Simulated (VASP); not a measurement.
# LiCuN (P4/mmm) in VASP: single point with PBE

Aim: the single point of LiCuN with PBE.

All numbers are computed with VASP 6.6.1; they aren't measurements. Logs are shortened: lines on timing, memory, paths and dates and some standing lists are left out, and cuts for length are marked.

## 1. The cell of the first run

The structure is tetragonal, space group P4/mmm (No. 123). The conventional cell has a = 2.809 Å, b = 2.809 Å, c = 4.328 Å, α = 90.00°, β = 90.00°, γ = 90.00°. Within 2.6 Å of Li (site symmetry 4/mmm) lie 4 N at 1.99 Å and 2 Cu at 2.16 Å. Cu (site symmetry 4/mmm) has 2 Li at 2.16 Å and 4 Cu at 2.81 Å and 8 N at 2.94 Å within 3.0 Å. N (site symmetry 4/mmm) has 4 Li at 1.99 Å within 2.6 Å.

The cell was built from a structure type or drawn by symmetry, and may not be a known phase.

## 2. Single point, PBE, collinear spin

Contents of INCAR:

```
SYSTEM = LiCuN
PREC     = Accurate       ! precision mode
ENCUT    = 520            ! plane-wave cutoff, eV
EDIFF    = 1E-6           ! SCF threshold, eV
ISMEAR   = 0              ! smearing method
SIGMA    = 0.1            ! smearing width, eV
LREAL    = .FALSE.        ! projectors in reciprocal space
LASPH    = .TRUE.         ! aspherical terms in the spheres
NELM     = 150            ! most SCF steps
ALGO     = Normal         ! electronic algorithm
ISIF     = 2              ! what is computed and relaxed
LWAVE    = .FALSE.        ! write WAVECAR
LCHARG   = .TRUE.         ! write CHGCAR
ISPIN    = 2              ! spin polarisation
MAGMOM   = 0 1 0          ! initial moments
LORBIT   = 11             ! projections on sites
LMAXMIX  = 4              ! l up to which the mixer works
GGA      = PE             ! functional
LELF     = .TRUE.         ! ELF
LVHAR    = .TRUE.       
NBANDS   = 20             ! bands
```

Contents of KPOINTS:

```
Automatic mesh
0
G
  6 6 4
  0 0 0
```

Contents of POSCAR:

```
LiCuN
1.0
    2.8090879200      0.0000000000      0.0000000000
    0.0000000000      2.8090879200      0.0000000000
    0.0000000000      0.0000000000      4.3278017900
Li Cu N
1 1 1
Direct
    0.5000000000      0.5000000000      0.5000000000
    0.5000000000      0.5000000000      0.0000000000
    0.0000000000      0.0000000000      0.5000000000
```

Potentials or basis: VASP PAW PBE potentials, release 64 (Li_sv, Cu, N).

Command:

```
$ cat potpaw_PBE.64/Li_sv/POTCAR potpaw_PBE.64/Cu/POTCAR potpaw_PBE.64/N/POTCAR > POTCAR
$ mpirun -np 1 vasp_std > vasp.out
```

OUTCAR:

```text
SYSTEM = LiCuN
   PREC = Accurate
   ENCUT = 520
   EDIFF = 1E-6
   ISMEAR = 0
   LREAL = .FALSE.
   LASPH = .TRUE.
   NELM = 150
   ISIF = 2
   ISPIN = 2
   LORBIT = 11
   GGA = PE

 ion  position               nearest neighbor table
   1  0.500  0.500  0.500-   3 1.99   3 1.99   3 1.99   3 1.99   2 2.16   2 2.16
   2  0.500  0.500  0.000-   1 2.16   1 2.16
   3  0.000  0.000  0.500-   1 1.99   1 1.99   1 1.99   1 1.99

  LATTYP: Found a simple tetragonal cell.
 ALAT       =     2.8090879200
 C/A-ratio  =     1.5406430533

  Lattice vectors:

 A1 = (   2.8090879200,   0.0000000000,   0.0000000000)
 A2 = (   0.0000000000,   2.8090879200,   0.0000000000)
 A3 = (   0.0000000000,   0.0000000000,   4.3278017900)

Analysis of symmetry for initial positions (statically):
=====================================================================
 Subroutine PRICEL returns:
 Original cell was already a primitive cell.

 Routine SETGRP: Setting up the symmetry group for a
 simple tetragonal supercell.

 Subroutine GETGRP returns: Found 16 space group operations
 (whereof 16 operations were pure point group operations)
 out of a pool of 16 trial point group operations.

The static configuration has the point symmetry D_4h.

Analysis of symmetry for dynamics (positions and initial velocities):
=====================================================================
 Subroutine PRICEL returns:
 Original cell was already a primitive cell.

 Routine SETGRP: Setting up the symmetry group for a
 simple tetragonal supercell.

 Subroutine GETGRP returns: Found 16 space group operations
 (whereof 16 operations were pure point group operations)
 out of a pool of 16 trial point group operations.

The dynamic configuration has the point symmetry D_4h.

Analysis of structural, dynamic, and magnetic symmetry:
=====================================================================
 Subroutine PRICEL returns:
 Original cell was already a primitive cell.

 Routine SETGRP: Setting up the symmetry group for a
 simple tetragonal supercell.

 Subroutine GETGRP returns: Found 16 space group operations
 (whereof 16 operations were pure point group operations)
 out of a pool of 16 trial point group operations.

The overall configuration has the point symmetry D_4h.

 Subroutine INISYM returns: Found 16 space group operations
 (whereof 16 operations are pure point group operations),
 and found     1 'primitive' translations

----------------------------------------------------------------------------------------

                                     Primitive cell

  volume of cell :      34.1506

  direct lattice vectors                    reciprocal lattice vectors
     2.809087920  0.000000000  0.000000000     0.355987434  0.000000000  0.000000000
     0.000000000  2.809087920  0.000000000     0.000000000  0.355987434  0.000000000
     0.000000000  0.000000000  4.327801790     0.000000000  0.000000000  0.231064187

  length of vectors
     2.809087920  2.809087920  4.327801790     0.355987434  0.355987434  0.231064187

  position of ions in fractional coordinates (direct lattice)
     0.500000000  0.500000000  0.500000000
     0.500000000  0.500000000  0.000000000
     0.000000000  0.000000000  0.500000000

  ion indices of the primitive-cell ions
   primitive index   ion index
                 1           1
                 2           2
                 3           3

----------------------------------------------------------------------------------------

 KPOINTS: Automatic mesh

Automatic generation of k-mesh.
 Grid dimensions read from file:
 generate k-points for:    6    6    4

 Generating k-lattice:

  Cartesian coordinates                     Fractional coordinates (reciprocal lattice)
     0.059331239  0.000000000  0.000000000     0.166666667  0.000000000  0.000000000
     0.000000000  0.059331239  0.000000000     0.000000000  0.166666667  0.000000000
     0.000000000  0.000000000  0.057766047     0.000000000  0.000000000  0.250000000

  Length of vectors
     0.059331239  0.059331239  0.057766047

  Shift w.r.t. Gamma in fractional coordinates (k-lattice)
     0.000000000  0.000000000  0.000000000

 Subroutine IBZKPT returns following result:
 ===========================================

 Found     30 irreducible k-points:

 Following reciprocal coordinates:
            Coordinates               Weight
  0.000000  0.000000  0.000000      1.000000
  0.166667  0.000000  0.000000      4.000000
  0.333333  0.000000  0.000000      4.000000
  0.500000  0.000000  0.000000      2.000000
  0.166667  0.166667  0.000000      4.000000
  0.333333  0.166667  0.000000      8.000000
[... 16 lines left out ...]
  0.333333  0.000000  0.500000      4.000000
  0.500000  0.000000  0.500000      2.000000
 [... further k-points ...]
   k-points           NKPTS =     30   k-points in BZ     NKDIM =     30   number of bands    NBANDS=     20
   number of dos      NEDOS =    301   number of ions     NIONS =      3
   total plane-waves  NPLWV =  18432
   dimension x,y,z NGX =    24 NGY =   24 NGZ =   32
   dimension x,y,z NGXF=    48 NGYF=   48 NGZF=   64
   ions per type =               1   1   1
   NGX,Y,Z   is equivalent  to a cutoff of  14.20, 14.20, 12.29 a.u.
   NGXF,Y,Z  is equivalent  to a cutoff of  28.41, 28.41, 24.58 a.u.
 SYSTEM =  LiCuN
   PREC   = accura    normal or accurate (medium, high low for compatibility)
   ISTART =      0    job   : 0-new  1-cont  2-samecut
   ICHARG =      2    charge: 1-file 2-atom 10-const
   ISPIN  =      2    spin polarized calculation?
   LNONCOLLINEAR =      F non collinear calculations
   LSORBIT =      F    spin-orbit coupling
   LASPH  =      T    aspherical Exc in radial PAW
   ENCUT  =  520.0 eV  38.22 Ry    6.18 a.u.   5.22  5.22  8.05*2*pi/ulx,y,z
   NELM   =    150;   NELMIN=  2; NELMDL= -5     # of ELM steps
   EDIFF  = 0.1E-05   stopping-criterion for ELM
   LREAL  =      F    real-space projection
   EDIFFG = 0.1E-04   stopping-criterion for IOM
   NSW    =      0    number of steps for IOM
   IBRION =     -1    ionic relax: 0-MD 1-quasi-New 2-CG
   NFREE  =      0    steps in history (QN), initial steepest desc. (CG)
   ISIF   =      2    stress and relaxation
   ISYM   =      2    0-nonsym 1-usesym 2-fastsym
   POTIM  = 0.5000    time-step for ionic-motion
   TEBEG  =    0.0;   TEEND  =   0.0 temperature during run
   PSTRESS=    0.0 pullay stress
   NELECT =      19.0000    total number of electrons
   NUPDOWN=      -1.0000    fix difference up-down
   EMIN   =  10.00;   EMAX   =-10.00  energy-range for DOS
   EFERMI =   0.00;   METHOD = LEGACY
   ISMEAR =     0;   SIGMA  =   0.10  broadening in eV -4-tet -1-fermi 0-gaus
   EFERMI_NEDOS =   21; number of points for ismear=-14 and -15
   IALGO  =     38    algorithm
   IMIX   =      4    mixing-type and parameters
     AMIX     =   0.40;   BMIX     =  1.00
     AMIX_MAG =   1.60;   BMIX_MAG =  1.00
  volume/ion in A,a.u.               =      11.38        76.82
  Fermi-wavevector in a.u.,A,eV,Ry     =   1.346460  2.544440 24.666733  1.812954
  Thomas-Fermi vector in A             =   2.474290
   LORBIT       =     11    0 simple, 1 ext, 2 COOP (PROOUT), +10 PAW based schemes
   GGA     = PE    functional components
   LHFCALC =     F    Hartree Fock is set to
   AEXX    =    0.0000 exact exchange contribution
   IVDW    =     0    specifies the selected vdW correction
   LEPSILON=     F    determine dielectric tensor
   LRPA    =     F    only Hartree local field effects (RPA)
 spin polarized calculation
 Gauss-broadening in eV      SIGMA  =   0.10
  energy-cutoff  :      520.00
  volume of cell :       34.15
 maximum number of plane-waves:       944
 NGX is ok and might be reduce to    24
   NGX = 11   NGY = 11   NGZ = 17

 number of electron      19.0000012 magnetization       0.0000091

 number of electron      19.0000012 magnetization      -0.0001246

 Free energy of the ion-electron system (eV)
  ---------------------------------------------------
  ext. energy  EPLUGINS =         0.00000000
  ---------------------------------------------------
  free energy    TOTEN  =       -10.56892545 eV

  energy without entropy =      -10.55537050  energy(sigma->0) =      -10.56214797

 E-fermi :   3.0450     XC(G=0): -10.5393

 val. band max:        3.0412552844   @ k =   0.5000   0.5000   0.0000
 cond. band min:       3.0724078470   @ k =   0.5000   0.1667   0.5000
 fundamental gap:      0.0311525626
 Fermi energy:         3.0449658217

 spin component 1

 k-point     1 :       0.0000    0.0000    0.0000
  band No.  band energies     occupation
      1     -40.5507      1.00000
      2     -10.0825      1.00000
      3      -0.1392      1.00000
      4       0.2808      1.00000
      5       0.6439      1.00000
      6       1.5236      1.00000
[... 12 lines left out ...]
     19      24.0094      0.00000
     20      24.1573      0.00000

 k-point     2 :       0.1667    0.0000    0.0000
  band No.  band energies     occupation
      1     -40.5447      1.00000
      2      -9.9307      1.00000
      3       0.1586      1.00000
      4       0.3022      1.00000
      5       0.7673      1.00000
      6       1.2722      1.00000
[... 12 lines left out ...]
     19      23.2915      0.00000
     20      24.2578      0.00000
[... 465 lines left out ...]
      3      -0.7193      1.00000
      4       0.7026      1.00000
      5       0.7856      1.00000
      6       1.1578      1.00000
[... 12 lines left out ...]
     19      23.1354      0.00000
     20      24.7507      0.00000

 k-point    24 :       0.5000    0.0000    0.5000
  band No.  band energies     occupation
      1     -40.5254      1.00000
      2      -9.3674      1.00000
      3       0.1944      1.00000
      4       0.6081      1.00000
      5       0.8599      1.00000
      6       1.0120      1.00000
[... 12 lines left out ...]
     19      22.5911      0.00000
     20      24.1496      0.00000

 [... further k-points ...]

 spin component 2

 k-point     1 :       0.0000    0.0000    0.0000
  band No.  band energies     occupation
      1     -40.5507      1.00000
      2     -10.0826      1.00000
      3      -0.1392      1.00000
      4       0.2809      1.00000
      5       0.6439      1.00000
      6       1.5236      1.00000
[... 12 lines left out ...]
     19      24.0094      0.00000
     20      24.1510      0.00000

 k-point     2 :       0.1667    0.0000    0.0000
  band No.  band energies     occupation
      1     -40.5447      1.00000
      2      -9.9308      1.00000
      3       0.1586      1.00000
      4       0.3022      1.00000
      5       0.7673      1.00000
      6       1.2722      1.00000
[... 12 lines left out ...]
     19      23.2914      0.00000
     20      24.2578      0.00000
[... 465 lines left out ...]
      3      -0.7192      1.00000
      4       0.7025      1.00000
      5       0.7856      1.00000
      6       1.1578      1.00000
[... 12 lines left out ...]
     19      23.1354      0.00000
     20      24.7507      0.00000

 k-point    24 :       0.5000    0.0000    0.5000
  band No.  band energies     occupation
      1     -40.5254      1.00000
      2      -9.3675      1.00000
      3       0.1942      1.00000
      4       0.6081      1.00000
      5       0.8599      1.00000
      6       1.0120      1.00000
[... 12 lines left out ...]
     19      22.5911      0.00000
     20      24.1496      0.00000

 [... further k-points ...]
[... 5 lines left out ...]
  --------------------------------------------------------------------------------------
  -------------------------------------------------------------------------------------
  Total       -2.0697083     -2.0697083      1.1460016      0.0000000     -0.0000000      0.0000000
  in kB      -97.1005532    -97.1005532     53.7647665      0.0000000     -0.0000000      0.0000000
  external PRESSURE =     -46.8121133 kB  Pullay stress =       0.0000000 kB

 VOLUME and BASIS-vectors are now :
 -----------------------------------------------------------------------------
  energy-cutoff  :      520.00
  volume of cell :       34.15
      direct lattice vectors                 reciprocal lattice vectors
     2.809087920  0.000000000  0.000000000     0.355987434  0.000000000  0.000000000
     0.000000000  2.809087920  0.000000000     0.000000000  0.355987434  0.000000000
     0.000000000  0.000000000  4.327801790     0.000000000  0.000000000  0.231064187

 POSITION                                       TOTAL-FORCE (eV/Angst)
 -----------------------------------------------------------------------------------
      1.40454      1.40454      2.16390         0.000000      0.000000      0.000000
      1.40454      1.40454      0.00000         0.000000      0.000000      0.000000
      0.00000      0.00000      2.16390         0.000000      0.000000      0.000000
 -----------------------------------------------------------------------------------
    total drift:                                0.000000     -0.000000     -0.000000

  FREE ENERGIE OF THE ION-ELECTRON SYSTEM (eV)
  ---------------------------------------------------
  free  energy   TOTEN  =       -10.5689254472 eV

  energy  without entropy=      -10.5553704998  energy(sigma->0) =      -10.56214797

 total charge

# of ion       s       p       d       tot
------------------------------------------
    1        2.054   0.108   0.000   2.161
    2        0.321   0.143   9.285   9.749
    3        1.334   2.108   0.000   3.442
--------------------------------------------------
tot          3.709   2.359   9.285  15.353

 magnetization (x)

# of ion       s       p       d       tot
------------------------------------------
    1        0.000  -0.000   0.000  -0.000
    2        0.000   0.000  -0.000  -0.000
    3       -0.000  -0.000   0.000  -0.000
--------------------------------------------------
tot          0.000  -0.000  -0.000  -0.000
```

It took 63 s on 1 thread of Intel Xeon Platinum 8488C (Sapphire Rapids), shared host; peak memory 0.18 GiB.

Results:

| Quantity | Value |
| --- | --- |
| Free energy | -10.5689 eV |
| Net moment | 0.00 μB per cell |
| Valence electrons inside the program's atomic spheres | Li 2.16; Cu 9.75; N 3.44 |

Caveat: the k points lie up to 0.37 Å⁻¹ apart; the cutoff is under 1.25 times the usual one of these potentials, so pressure, stress and relaxed cells hold a basis-set (Pulay) error.
